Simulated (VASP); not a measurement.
# Ag (P6_3/mmc) in VASP: a series of runs, part 2 of 2

VASP 6.6.1. Earlier steps stand in the parts before.

## Step 3: Single point, r2SCAN

This run uses another cell than the first one, of the same volume but with other edges.

The input, POSCAR:

```
Ag
1.0
    2.9701400286      0.0000000000      0.0000000000
   -1.4850700143      2.5722167176      0.0000000000
    0.0000000000      0.0000000000      4.6613996094
Ag
2
Direct
    0.3333333333      0.6666666667      0.2500000000
    0.6666666667      0.3333333333      0.7500000000
```

The input, INCAR.step1:

```
PREC = Accurate
ENCUT = 520
ISMEAR = 0
SIGMA = 0.15
LREAL = F
LASPH = T
NELM = 60
NBANDS = 18
GGA = PE
ALGO = Normal
EDIFF = 1E-4
LWAVE = T
LCHARG = F
```

The input, INCAR.step2:

```
PREC = Accurate
ENCUT = 520
EDIFF = 1E-6
ISMEAR = 0
SIGMA = 0.15
LREAL = F
LASPH = T
NELM = 60
ALGO = Normal
ISIF = 2
LWAVE = F
LCHARG = T
METAGGA = R2SCAN
LMIXTAU = T
LELF = T
LVHAR = T
NBANDS = 18
ISTART = 1
```

The input, KPOINTS:

```
Automatic mesh
0
Gamma
  21 21 12
```

Potentials or basis: VASP PAW PBE potentials, release 64 (Ag).

On the command line:

```sh
$ cat potpaw_PBE.64/Ag/POTCAR > POTCAR
$ cp INCAR.step1 INCAR
$ mpirun -np 1 vasp_std > vasp.out
$ cp INCAR.step2 INCAR
$ mpirun -np 1 vasp_std > vasp.out
```

OUTCAR:

```text
PREC = Accurate
   ENCUT = 520
   EDIFF = 1E-6
   ISMEAR = 0
   LREAL = F
   LASPH = T
   NELM = 60
   ISIF = 2
   METAGGA = R2SCAN
   ISTART = 1

 ion  position               nearest neighbor table
   1  0.333  0.667  0.250-   2 2.89   2 2.89   2 2.89   2 2.89   2 2.89   2 2.89
   2  0.667  0.333  0.750-   1 2.89   1 2.89   1 2.89   1 2.89   1 2.89   1 2.89

  LATTYP: Found a hexagonal cell.
 ALAT       =     2.9701400286
 C/A-ratio  =     1.5694208234

  Lattice vectors:

 A1 = (   2.9701400286,   0.0000000000,   0.0000000000)
 A2 = (  -1.4850700143,   2.5722167176,   0.0000000000)
 A3 = (   0.0000000000,   0.0000000000,   4.6613996094)

Analysis of symmetry for initial positions (statically):
=====================================================================
 Subroutine PRICEL returns:
 Original cell was already a primitive cell.

 Routine SETGRP: Setting up the symmetry group for a
 hexagonal supercell.

 Subroutine GETGRP returns: Found 24 space group operations
 (whereof 12 operations were pure point group operations)
 out of a pool of 24 trial point group operations.

The static configuration has the point symmetry D_3d.
 The point group associated with its full space group is D_6h.

Analysis of symmetry for dynamics (positions and initial velocities):
=====================================================================
 Subroutine PRICEL returns:
 Original cell was already a primitive cell.

 Routine SETGRP: Setting up the symmetry group for a
 hexagonal supercell.

 Subroutine GETGRP returns: Found 24 space group operations
 (whereof 12 operations were pure point group operations)
 out of a pool of 24 trial point group operations.

The dynamic configuration has the point symmetry D_3d.
 The point group associated with its full space group is D_6h.

 Subroutine INISYM returns: Found 24 space group operations
 (whereof 12 operations are pure point group operations),
 and found     1 'primitive' translations

[... 110 lines left out ...]
   EFERMI_NEDOS =   21; number of points for ismear=-14 and -15
   IALGO  =     38    algorithm
   IMIX   =      4    mixing-type and parameters
     AMIX     =   0.40;   BMIX     =  1.00
     AMIX_MAG =   1.60;   BMIX_MAG =  1.00
  volume/ion in A,a.u.               =      17.81       120.16
  Fermi-wavevector in a.u.,A,eV,Ry     =   1.394276  2.634800 26.449806  1.944006
  Thomas-Fermi vector in A             =   2.517841
   LORBIT       =      0    0 simple, 1 ext, 2 COOP (PROOUT), +10 PAW based schemes
   METAGGA = R2SCAN    functional components
   LHFCALC =     F    Hartree Fock is set to
   AEXX    =    0.0000 exact exchange contribution
   IVDW    =     0    specifies the selected vdW correction
   LEPSILON=     F    determine dielectric tensor
   LRPA    =     F    only Hartree local field effects (RPA)
 non-spin polarized calculation
 Gauss-broadening in eV      SIGMA  =   0.15
  energy-cutoff  :      520.00
  volume of cell :       35.61
 maximum number of plane-waves:       984
 NGX is ok and might be reduce to    24

 number of electron      22.0000008 magnetization

 Free energy of the ion-electron system (eV)
  ---------------------------------------------------
  ext. energy  EPLUGINS =         0.00000000
  ---------------------------------------------------
  free energy    TOTEN  =       -42.68998164 eV

  energy without entropy =      -42.68423562  energy(sigma->0) =      -42.68710863

 E-fermi :   7.8675     XC(G=0): -12.6637

 val. band max:        7.8469268462   @ k =   0.3810   0.1429   0.1667
 cond. band min:       7.8868459330   @ k =   0.4286   0.0952   0.0000
 fundamental gap:      0.0399190868
 Fermi energy:         7.8675443013

 k-point     1 :       0.0000    0.0000    0.0000
  band No.  band energies     occupation
      1       0.2159      2.00000
      2       1.4071      2.00000
      3       2.9515      2.00000
      4       2.9515      2.00000
      5       3.0201      2.00000
      6       3.2095      2.00000
[... 481 lines left out ...]
      5       2.9529      2.00000
      6       3.1273      2.00000
[... 10 lines left out ...]
     17      24.6923      0.00000
     18      25.3729      0.00000

 [... further k-points ...]

------------------------ aborting loop because EDIFF is reached ----------------------------------------

  FORCE on cell =-STRESS in cart. coord.  units (eV):
  Direction    XX          YY          ZZ          XY          YZ          ZX
  --------------------------------------------------------------------------------------
  -------------------------------------------------------------------------------------
  Total       -0.7511903     -0.7511903      0.0053637      0.0000000      0.0000000      0.0000000
  in kB      -33.7955657    -33.7955657      0.2413083      0.0000000      0.0000000      0.0000000
  external PRESSURE =     -22.4499410 kB  Pullay stress =       0.0000000 kB

 VOLUME and BASIS-vectors are now :
 -----------------------------------------------------------------------------
  energy-cutoff  :      520.00
  volume of cell :       35.61
      direct lattice vectors                 reciprocal lattice vectors
     2.970140029  0.000000000  0.000000000     0.336684463  0.194384865  0.000000000
    -1.485070014  2.572216718  0.000000000     0.000000000  0.388769730  0.000000000
     0.000000000  0.000000000  4.661399609     0.000000000  0.000000000  0.214527842

 POSITION                                       TOTAL-FORCE (eV/Angst)
 -----------------------------------------------------------------------------------
     -0.00000      1.71481      1.16535        -0.000000      0.000000      0.000000
      1.48507      0.85741      3.49605         0.000000     -0.000000      0.000000
 -----------------------------------------------------------------------------------
    total drift:                               -0.000000      0.000000     -0.000000

  FREE ENERGIE OF THE ION-ELECTRON SYSTEM (eV)
  ---------------------------------------------------
  free  energy   TOTEN  =       -42.6899816436 eV

  energy  without entropy=      -42.6842356189  energy(sigma->0) =      -42.68710863
```

OUTCAR.step1:

```text
PREC = Accurate
   ENCUT = 520
   ISMEAR = 0
   LREAL = F
   LASPH = T
[... 728 lines left out ...]
 -----------------------------------------------------------------------------------
     -0.00000      1.71481      1.16535         0.000000     -0.000000      0.000000
      1.48507      0.85741      3.49605        -0.000000      0.000000      0.000000
 -----------------------------------------------------------------------------------
    total drift:                               -0.000000      0.000000     -0.000000

  FREE ENERGIE OF THE ION-ELECTRON SYSTEM (eV)
  ---------------------------------------------------
  free  energy   TOTEN  =        -5.4172501757 eV

  energy  without entropy=       -5.4108811852  energy(sigma->0) =       -5.41406568
```

OSZICAR.step1:

```text
N       E                     dE             d eps       ncg     rms          rms(c)
DAV:   1     0.124422273126E+03    0.12442E+03   -0.11766E+04 12112   0.121E+03
DAV:   2    -0.385582187431E+01   -0.12828E+03   -0.12198E+03 12522   0.266E+02
DAV:   3    -0.588715479557E+01   -0.20313E+01   -0.20247E+01 14076   0.376E+01
DAV:   4    -0.589328469225E+01   -0.61299E-02   -0.61294E-02 13366   0.204E+00
DAV:   5    -0.589333616567E+01   -0.51473E-04   -0.51473E-04 13420   0.200E-01    0.662E+00
DAV:   6    -0.543512095414E+01    0.45822E+00   -0.11583E+00 12578   0.115E+01    0.439E+00
DAV:   7    -0.542217192865E+01    0.12949E-01   -0.13809E-02 13226   0.109E+00    0.250E+00
DAV:   8    -0.541723600429E+01    0.49359E-02   -0.11063E-03 12620   0.274E-01    0.104E-01
DAV:   9    -0.541725017574E+01   -0.14171E-04   -0.15237E-05  7762   0.300E-02
   1 F= -.54172502E+01 E0= -.54140657E+01  d E =-.636899E-02
```

Wall time 6.2 min (1 thread of Intel Xeon Platinum 8259CL at 2.50GHz (Skylake/Cascade Lake), shared host); peak memory 0.31 GiB.

Results:

- Free energy: -42.6900 eV
- Pressure: -2.2 GPa
- Band gap on the k mesh: zero (bands 11 and 12 overlap by 7.63 eV)

Stress tensor (GPa, compression positive):
```
-3.38  0.00  0.00
 0.00 -3.38  0.00
 0.00  0.00  0.02
```

Caveat: the PAW data sets were made with another functional, which shifts forces and pressure a little.

## Step 4: Single point, r2SCAN

This run uses another cell than the first one, of the same volume but with other edges.

The input, POSCAR:

```
Ag
1.0
    2.8827317815      0.0000000000      0.0000000000
   -1.4413658908      2.4965189551      0.0000000000
    0.0000000000      0.0000000000      4.9483648444
Ag
2
Direct
    0.3333333333      0.6666666667      0.2500000000
    0.6666666667      0.3333333333      0.7500000000
```

The input, INCAR.step1:

```
PREC = Accurate ; ENCUT = 520
ISMEAR = 0 ; SIGMA = 0.15
LREAL = False ; LASPH = True
NELM = 100 ; NBANDS = 18
GGA = PE ; ALGO = Normal
EDIFF = 1E-4 ; LWAVE = True
LCHARG = False
```

The input, INCAR.step2:

```
PREC = Accurate ; ENCUT = 520
EDIFF = 1E-6 ; ISMEAR = 0
SIGMA = 0.15 ; LREAL = False
LASPH = True ; NELM = 100
ALGO = Normal ; ISIF = 2
LWAVE = False ; LCHARG = False
METAGGA = R2SCAN ; LMIXTAU = True
NBANDS = 18 ; ISTART = 1
```

KPOINTS is that of step 3.

On the command line:

```sh
$ cat potpaw_PBE.64/Ag/POTCAR > POTCAR
$ cp INCAR.step1 INCAR
$ mpirun -np 1 vasp_std > vasp.out
$ cp INCAR.step2 INCAR
$ mpirun -np 1 vasp_std > vasp.out
```

It took 6.2 min on 1 thread of Intel Xeon Platinum 8259CL at 2.50GHz (Skylake/Cascade Lake), shared host; peak memory 0.3 GiB.

Results (log left out):

```
Free energy            : -42.6914 eV
Pressure               : -2.3 GPa
Band gap on the k mesh : zero (bands 11 and 12 overlap by 8.06 eV)
```

Stress tensor (GPa, compression positive):
```
-1.19  0.00  0.00
 0.00 -1.19  0.00
 0.00  0.00 -4.64
```

Levels at points of the mesh, in eV from the Fermi level:
| k point | band 8 | band 9 | band 10 | band 11 | band 12 | band 13 | band 14 | band 15 |
| --- | --- | --- | --- | --- | --- | --- | --- | --- |
| (0.00, 0.00, 0.00) | -4.28 | -4.28 | -3.48 | -3.48 | -0.64 | 2.71 | 16.47 | 16.94 |
| (0.00, 0.00, 0.50) | -4.79 | -3.77 | -3.77 | -3.77 | -3.77 | 10.06 | 10.06 | 16.82 |

Caveat: the PAW data sets were made with another functional, which shifts forces and pressure a little.

## Step 5: The runs side by side

| cell | gap on the mesh (eV) | pressure (GPa) |
| --- | --- | --- |
| a = 2.838, b = 2.838, c = 5.104 Å, angles 90.0, 90.0, 120.0°, 2 atoms | none | -1.5 |
| a = 2.970, b = 2.970, c = 4.661 Å, angles 90.0, 90.0, 120.0°, 2 atoms | none | -2.2 |
| a = 2.883, b = 2.883, c = 4.948 Å, angles 90.0, 90.0, 120.0°, 2 atoms | none | -2.3 |

Alike in all rows: task single point; level r2SCAN; potentials or basis VASP PAW PBE potentials, release 64 (Ag); no spin polarisation; k mesh 21 × 21 × 12; cutoff (eV) 520; smearing gaussian 0.15 eV.

Caveats: the PAW data sets were made with another functional, which shifts forces and pressure a little; the stress differs along the axes, from -7 to 1 GPa (at least some runs).

Total energies depend on the potentials used, so only differences within one code and one set of settings carry meaning.

The gap in the log of VASP goes by the Fermi energy; the results here count the filled bands.